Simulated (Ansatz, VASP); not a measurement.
# AlCu6: VASP beside Ansatz

Contents of INCAR:

```
ALGO = Normal ; EDIFF = 1E-7
EDIFFG = -0.08 ; ENCUT = 600
GGA = PE ; GGA_COMPAT = F
IBRION = 2 ; ISIF = 3
ISMEAR = 0 ; LASPH = T
LCHARG = F ; LREAL = F
LWAVE = F ; NELM = 120
NELMIN = 4 ; NSW = 36
PREC = Accurate ; SIGMA = 0.2
```

Contents of KPOINTS:

```
k-points
0
Gamma
  4 4 4
```

Contents of POSCAR:

```
AlCu6
1.0
    4.5614079600      0.0000000000      0.0000000000
    0.0000000000      4.5614079600      0.0000000000
    0.0000000000      0.0000000000      4.5614079600
Al Cu
1 6
Direct
    0.5000000000      0.5000000000      0.5000000000
    0.0000000000      0.5000000000      0.5000000000
    0.5000000000      0.0000000000      0.5000000000
    0.5000000000      0.5000000000      0.0000000000
    0.5000000000      0.0000000000      0.0000000000
    0.0000000000      0.5000000000      0.0000000000
    0.0000000000      0.0000000000      0.5000000000
```

Input for Ansatz:

```yaml
crystal:
  lattice:
    - [4.56140796, 0.0, 0.0]
    - [0.0, 4.56140796, 0.0]
    - [0.0, 0.0, 4.56140796]
  atoms:
    - { symbol: Al, position: [0.5, 0.5, 0.5] }
    - { symbol: Cu, position: [0.0, 0.5, 0.5] }
    - { symbol: Cu, position: [0.5, 0.0, 0.5] }
    - { symbol: Cu, position: [0.5, 0.5, 0.0] }
    - { symbol: Cu, position: [0.5, 0.0, 0.0] }
    - { symbol: Cu, position: [0.0, 0.5, 0.0] }
    - { symbol: Cu, position: [0.0, 0.0, 0.5] }
basis:
  ecutwfc: 420
kpoints:
  mp_grid: { grid: [4, 4, 4] }
hamiltonian:
  xc: pbe
scf:
  occupations: { method: gaussian, width: 0.2 }
  lower_state_search: "off"
output:
  forces: true
  stress: true
  eigenvalues: true
relax:
  adjacent_minimum: "off"
  f_tol: 0.08
  max_steps: 16
  cell: { stress_tol: 0.8 }
```

Alike in both runs: task relaxation of cell and atoms; functional PBE; k mesh 4 × 4 × 4; occupations gaussian, width 0.2 eV; no spin polarisation.

|  | VASP | Ansatz |
| --- | --- | --- |
| version | VASP 6.6.1 | Ansatz 0.2.0 |
| potentials or method | VASP PAW PBE potentials, release 64 (Al, Cu), cutoff 600 eV | scalar-relativistic, plane waves, PAW |
| valence electrons in the cell | 69 | 117 |

Ansatz gave:

- gap on the k mesh at the Fermi level, each at its own relaxed structure (eV): none
- relaxed volume (Å³/atom): 15.55
- relaxed length of the cell vector where the two differ most in proportion (Å): 4.774

**Question.** What did VASP give for the same quantities?

**Answer.** gap on the k mesh at the Fermi level, each at its own relaxed structure (eV): none; relaxed volume (Å³/atom): 15.60; relaxed length of the cell vector where the two differ most in proportion (Å): 4.779.

A gap of «none» marks a metal or a gap that the smearing closes. VASP's potentials hold 69 valence electrons a cell and Ansatz's 117, so a difference there can come from the potentials and not from the codes.

Noted on VASP's run: the volume moved by over 15 % at a fixed basis, so the end points are rough.
